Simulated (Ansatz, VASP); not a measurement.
# Two plane-wave programs on PbF2

File INCAR:

```
SYSTEM = PbF2
ALGO = Normal
EDIFF = 1E-7
ENCUT = 520
GGA = PE
ISIF = 2
ISMEAR = 0
IVDW = 12
LASPH = .True.
LCHARG = .True.
LELF = .True.
LREAL = .False.
LVHAR = .True.
LWAVE = .False.
NBANDS = 21
NELM = 100
PREC = Accurate
SIGMA = 0.05
```

File KPOINTS:

```
k-points
0
Gamma
  8 8 8
  0 0 0
```

The input POSCAR:

```
PbF2
1.0
    0.0000000000      2.9253022500      2.9253022500
    2.9253022500      0.0000000000      2.9253022500
    2.9253022500      2.9253022500      0.0000000000
Pb F
1 2
Direct
    0.0000000000      0.0000000000      0.0000000000
    0.2500000000      0.2500000000      0.2500000000
    0.7500000000      0.7500000000      0.7500000000
```

Input for Ansatz:

```yaml
crystal:
  lattice:
    - [0.0, 2.92530225, 2.92530225]
    - [2.92530225, 0.0, 2.92530225]
    - [2.92530225, 2.92530225, 0.0]
  atoms:
    - { symbol: Pb, position: [0.0, 0.0, 0.0] }
    - { symbol: F, position: [0.25, 0.25, 0.25] }
    - { symbol: F, position: [0.75, 0.75, 0.75] }
basis:
  ecutwfc: 420
kpoints:
  mp_grid: { grid: [8, 8, 8] }
hamiltonian:
  xc: pbe
  dispersion: d3bj
scf:
  occupations: { method: gaussian, width: 0.05 }
output:
  forces: true
  stress: true
  eigenvalues: true
```

Change from the starting cell: strain -0.015 along x and y, -0.015 along z, atoms carried along.

Alike in both runs: task single point; functional PBE; dispersion D3(BJ); k mesh 8 × 8 × 8; occupations gaussian, width 0.05 eV; no spin polarisation.

```csv
,VASP,Ansatz
version,VASP 6.6.1,Ansatz 0.2.0
potentials or method,"VASP PAW PBE potentials, release 64 (Pb_d, F), cutoff 520 eV","scalar-relativistic, plane waves, PAW"
valence electrons in the cell,28,28
```

|  | VASP | Ansatz | Ansatz less VASP |
| --- | --- | --- | --- |
| gap on the k mesh at the Fermi level (eV) | 4.40 | 4.41 | +0.003 |
| least direct gap on the mesh (eV) | 4.56 | 4.56 | +0.002 |
| pressure (GPa) | 4.4 | 4.6 | +0.20 |

Spin-orbit coupling is off throughout.
